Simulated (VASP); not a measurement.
In:

```
In
1.0
    -1.62547    1.62547    2.47370
     1.62547   -1.62547    2.47370
     1.62547    1.62547   -2.47370
In
1
Direct
  0.00000 0.00000 0.00000
```

* Program: VASP 6.6.1
* Task: relaxation of cell and atoms
* Functional: RPBE
* Dispersion: D3(BJ)
* Potentials or basis: VASP PAW PBE potentials, release 64 (In_d)
* Cutoff: 600 eV
* k mesh: 11 × 11 × 11
* Occupations: fermi-dirac, width 0.05 eV
* Spin: no spin polarisation

At the start: pressure -14.7 GPa; volume 26.14 Å³/atom.

Task: How do energy, volume and symmetry change on relaxing?

Result: Over 15 steps the energy falls by 370.3 meV/atom and the volume is 20.12 Å³/atom (-23.0 %); space group I4/mmm (No. 139, to 0.05 Å).

Step by step:
```
step  energy change (eV)  largest force (eV/Å)  pressure (GPa)  volume (Å³)
   1              0.0000                0.0000          -14.69        26.14
   2             -0.2731                0.0000           15.00        18.08
   3             -0.3590                0.0000           -0.19        20.18
   4             -0.3590                0.0000            0.39        20.07
   5             -0.3606                0.0000            0.47        20.06
   6             -0.3624                0.0000            0.60        20.04
   7             -0.3662                0.0000            0.96        19.96
   8             -0.3384                0.0000            2.96        19.64
   9             -0.3638                0.0000            1.54        19.84
  10             -0.3694                0.0000            1.21        19.90
  11             -0.3696                0.0000            1.11        19.92
  12             -0.3696                0.0000            1.15        19.92
  13             -0.3684                0.0000           -1.31        20.36
  14             -0.3702                0.0000            0.24        20.07
  15             -0.3703                0.0000           -0.02        20.12
```

Final structure:
```
CELL_PARAMETERS angstrom
-1.55943 1.55943 2.06834
1.55943 -1.55943 2.06834
1.55943 1.55943 -2.06834
ATOMIC_POSITIONS crystal
In 0.00000 0.00000 0.00000
```

Caveat: the volume moved by over 15 % at a fixed basis, so the end points are rough; the PAW data sets were made with another functional, which shifts forces and pressure a little; the volume moved by -23 % from the deposited cell, more than functionals usually miss; pairwise dispersion overbinds metals, which lowers pressure and volume.
